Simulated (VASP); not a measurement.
# BeH: relaxation of cell and atoms with PBE

BeH:

```
CELL_PARAMETERS angstrom
0.00000 1.96823 1.96823
1.96823 0.00000 1.96823
1.96823 1.96823 0.00000
ATOMIC_POSITIONS crystal
Be 0.00000 0.00000 0.00000
H 0.75000 0.75000 0.75000
```

```
Program                : VASP 6.6.1
Task                   : relaxation of cell and atoms
Functional             : PBE
Potentials or basis    : VASP PAW PBE potentials, release 64 (Be, H)
Cutoff                 : 600 eV
k mesh                 : 8 × 8 × 8
Occupations            : gaussian, width 0.1 eV
Spin                   : no spin polarisation
Dipole correction      : no
Further INCAR settings : ALGO = Normal; EDIFF = 1e-07; IBRION = 2; EDIFFG = -0.04; NSW = 90; ISIF = 3
```

* Relaxed volume: 6.11 Å³/atom
* Relaxed cell: a = 2.585 Å, b = 2.585 Å, c = 2.585 Å, α = 60.00°, β = 60.00°, γ = 60.00°
* Space group after relaxing (to 0.1 Å): F-43m (No. 216)
* Energy gained by relaxing: 81.3 meV/atom
* Ionic steps: 4
* Pressure after relaxing: 0.2 GPa
* Band gap on the k mesh: zero (an odd number of electrons rules out a gap without spin polarisation)

Step by step:
| step | energy change (eV) | largest force (eV/Å) | pressure (GPa) | volume (Å³) |
| --- | --- | --- | --- | --- |
| 1 | 0.0000 | 0.0000 | -14.78 | 15.25 |
| 2 | -0.1150 | 0.0000 | -9.30 | 13.75 |
| 3 | -0.1606 | 0.0000 | -2.14 | 12.53 |
| 4 | -0.1625 | 0.0000 | 0.23 | 12.21 |

Final structure:
```xyz
2
Lattice="0.0000 1.8279 1.8279 1.8279 0.0000 1.8279 1.8279 1.8279 0.0000" Properties=species:S:1:pos:R:3 pbc="T T T"
Be    1.8279    1.8279    3.6558
H     2.7419    2.7419    2.7419
```

Levels at points of the mesh, in eV from the Fermi level:
```csv
k point,band 1,band 2,band 3,band 4,band 5
"(0.00, 0.00, 0.00)",-12.83,12.64,12.95,12.95,12.95
"(0.50, 0.00, 0.00)",-8.02,-2.97,10.58,10.58,14.80
"(0.50, 0.50, 0.00)",-6.79,1.15,5.64,5.64,6.47
```

Run time: 5.1 s on 1 thread of AMD EPYC 9R45 (Zen 5), on a shared host, peak memory 0.1 GiB.

Caveat: the volume moved by over 15 % at a fixed basis, so the end points are rough.
